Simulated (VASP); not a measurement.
Set up this calculation in VASP 6.6.1, as the native input.

| Property | Result |
| --- | --- |
| Task | single point |
| Functional | LDA |
| Potentials or basis | VASP PAW LDA potentials, release 64 (Hg_sv_GW) |
| Cutoff | 550 eV |
| k mesh | 11 × 11 × 11 |
| Occupations | fermi-dirac, width 0.3 eV |
| Spin | no spin polarisation |
| Dipole correction | no |
| Further INCAR settings | ALGO = Normal; EDIFF = 1e-06; NBANDS = 16 |

The structure of Hg lies in POSCAR:

```
Hg
1.0
    1.7463233735      1.0082402698      2.1478810803
   -1.7463233735      1.0082402698      2.1478810803
    0.0000000000     -2.0164805396      2.1478810803
Hg
1
Direct
    0.0000000000      1.0000000000      0.0000000000
```

These files were run (other wordings do the same):

INCAR

```
PREC = Accurate ; ENCUT = 550
EDIFF = 1E-6 ; ISMEAR = -1
SIGMA = 0.3 ; LREAL = False
LASPH = True ; NELM = 120
ALGO = Normal ; ISIF = 2
LWAVE = False ; LCHARG = False
NBANDS = 16 ; GGA_COMPAT = False
```

KPOINTS

```
Automatic mesh
0
Gamma
  11 11 11
```

Potentials or basis: VASP PAW LDA potentials, release 64 (Hg_sv_GW).

Run with:

```sh
$ cat potpaw_LDA.64/Hg_sv_GW/POTCAR > POTCAR
$ mpirun -np 1 vasp_std > vasp.out
```

It gave:

```
Pressure               : 0.0 GPa
Band gap on the k mesh : zero (bands 10 and 11 overlap by 2.74 eV)
```

Caveat: so wide a smearing shifts energies and pressures; spin-orbit coupling is left out, which moves the levels of the heavy elements.

It took 23 s on 1 thread of Intel(R) Xeon(R) Platinum 8259CL CPU @ 2.50GHz (Skylake/Cascade Lake), with other jobs on the host, peak memory 0.19 GiB.
